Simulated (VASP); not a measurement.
MgO:

```xyz
2
Lattice="0.0000 2.1729 2.1729 2.1729 0.0000 2.1729 2.1729 2.1729 0.0000" Properties=species:S:1:pos:R:3 pbc="T T T"
Mg    0.0000    0.0000    0.0000
O     2.1729    2.1729    2.1729
```

Base run:

```yaml
Program: VASP 6.6.1
Functional: PBE
Potentials_or_basis: VASP PAW PBE potentials, release 64 (Mg, O)
Cutoff: 520 eV
k_mesh: 6 × 6 × 6
Occupations: gaussian, width 0.01 eV
Spin: no spin polarisation
```

Its results: band gap on the k mesh 3.87 eV, direct; pressure -9.1 GPa.

Task: The run is repeated on the same cell with these changes: functional from PBE to LDA; potentials or basis from VASP PAW PBE potentials, release 64 (Mg, O) to VASP PAW LDA potentials, release 64 (Mg, O). What comes out?

Result: Band gap on the k mesh 3.80 eV, direct; pressure -19.0 GPa.

